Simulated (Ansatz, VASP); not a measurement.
**N: VASP beside Ansatz**

The input INCAR:

```
SYSTEM = N
PREC = Accurate
ENCUT = 520
EDIFF = 1E-7
ISMEAR = 0
SIGMA = 0.05
LREAL = .False.
LASPH = .True.
NELM = 100
ALGO = Normal
ISIF = 2
LWAVE = .False.
LCHARG = .False.
GGA = PE
IVDW = 12
NBANDS = 30
```

The input KPOINTS:

```
regular mesh
0
Gamma
  7 7 2
  0 0 0
```

POSCAR

```
N
1.0
   -3.8165516810      0.0000000000      0.0000000000
   -1.9082758405     -3.3052307106      0.0000000000
   -1.1449655043      0.0000000000     14.8290392674
N
8
Direct
    0.0596848932      0.3333333333      0.9121614671
    0.2096848932      0.3333333333      0.4121614671
    0.0819817735      0.3333333333      0.8378385329
    0.2319817735      0.3333333333      0.3378385329
    0.6180182265      0.6666666667      0.1621614671
    0.4680182265      0.6666666667      0.6621614671
    0.6403151068      0.6666666667      0.0878385329
    0.4903151068      0.6666666667      0.5878385329
```

Input for Ansatz:

```yaml
crystal:
  lattice:
    - [-3.816551681, 0.0, 0.0]
    - [-1.9082758405, -3.3052307106, 0.0]
    - [-1.1449655043, 0.0, 14.8290392674]
  atoms:
    - { symbol: "N", position: [0.0596848932, 0.3333333333, 0.9121614671] }
    - { symbol: "N", position: [0.2096848932, 0.3333333333, 0.4121614671] }
    - { symbol: "N", position: [0.0819817735, 0.3333333333, 0.8378385329] }
    - { symbol: "N", position: [0.2319817735, 0.3333333333, 0.3378385329] }
    - { symbol: "N", position: [0.6180182265, 0.6666666667, 0.1621614671] }
    - { symbol: "N", position: [0.4680182265, 0.6666666667, 0.6621614671] }
    - { symbol: "N", position: [0.6403151068, 0.6666666667, 0.0878385329] }
    - { symbol: "N", position: [0.4903151068, 0.6666666667, 0.5878385329] }
basis:
  ecutwfc: 420
kpoints:
  mp_grid: { grid: [7, 7, 2] }
hamiltonian:
  xc: pbe
  dispersion: d3bj
scf:
  occupations: { method: gaussian, width: 0.05 }
output:
  forces: true
  stress: true
  eigenvalues: true
```

Alike in both runs: task single point; functional PBE; dispersion D3(BJ); k mesh 7 × 7 × 2; occupations gaussian, width 0.05 eV; no spin polarisation.

```csv
,VASP,Ansatz
version,VASP 6.6.1,Ansatz 0.2.0
potentials or method,"VASP PAW PBE potentials, release 64 (N), cutoff 520 eV","scalar-relativistic, plane waves, PAW"
valence electrons in the cell,40,40
```

VASP gave:

```
gap on the k mesh at the Fermi level (eV)                     : 6.95
least direct gap on the mesh (eV)                             : 6.96
pressure (GPa)                                                : 2.1
traceless stress, the component that is largest in VASP (GPa) : 4.56
rms of the force components (eV/Å)                            : 0.995
```

Question: Estimate Ansatz's values.

Answer: gap on the k mesh at the Fermi level (eV): 6.99; least direct gap on the mesh (eV): 7.01; pressure (GPa): 0.1; traceless stress, the component that is largest in VASP (GPa): 0.24; rms of the force components (eV/Å): 0.050.

Atom by atom the forces differ by 1.007 eV/Å (rms over components).

Noted on VASP's run: the standard files for N, O and F lose accuracy on very short bonds.
